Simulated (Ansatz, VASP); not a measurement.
**Two plane-wave programs on Ag**

File INCAR:

```
SYSTEM = Ag
PREC = Accurate ; ENCUT = 520
EDIFF = 1E-6 ; ISMEAR = 0
SIGMA = 0.15 ; LREAL = .FALSE.
LASPH = .TRUE. ; NELM = 80
ALGO = Fast ; ISIF = 2
LWAVE = .FALSE. ; LCHARG = .TRUE.
GGA = PE ; LELF = .TRUE.
LVHAR = .TRUE. ; NBANDS = 12
```

File KPOINTS:

```
Automatic mesh
0
G
  22 22 22
  0 0 0
```

The input POSCAR:

```
Ag
1.0
    0.0000000000      1.8202868037      2.5738855404
    1.8202868037      0.0000000000      2.5738855404
    1.8202868037      1.8202868037      0.0000000000
Ag
1
Direct
    0.0000000000      0.0000000000      0.0000000000
```

Input for Ansatz:

```yaml
crystal:
  lattice:
    - [0.0, 1.8202868037, 2.5738855404]
    - [1.8202868037, 0.0, 2.5738855404]
    - [1.8202868037, 1.8202868037, 0.0]
  atoms:
    - { symbol: Ag, position: [0.0, 0.0, 0.0] }
basis:
  ecutwfc: 420
kpoints:
  mp_grid: { grid: [22, 22, 22] }
hamiltonian:
  xc: pbe
scf:
  occupations: { method: gaussian, width: 0.15 }
output:
  forces: true
  stress: true
  eigenvalues: true
```

Alike in both runs: task single point; functional PBE; k mesh 22 × 22 × 22; occupations gaussian, width 0.15 eV; no spin polarisation.

|  | VASP | Ansatz |
| --- | --- | --- |
| version | VASP 6.6.1 | Ansatz 0.2.0 |
| potentials or method | VASP PAW PBE potentials, release 64 (Ag), cutoff 520 eV | scalar-relativistic, plane waves, PAW |
| valence electrons in the cell | 11 | 19 |

Ansatz gave:

```
gap on the k mesh at the Fermi level (eV)                     : none
pressure (GPa)                                                : 14.3
traceless stress, the component that is largest in VASP (GPa) : -21.89
```

**Question.** Which values does VASP return?

**Answer.** gap on the k mesh at the Fermi level (eV): none; pressure (GPa): 14.1; traceless stress, the component that is largest in VASP (GPa): -21.68.

A gap of «none» marks a metal or a gap that the smearing closes. VASP's potentials hold 11 valence electrons a cell and Ansatz's 19, so a difference there can come from the potentials and not from the codes.
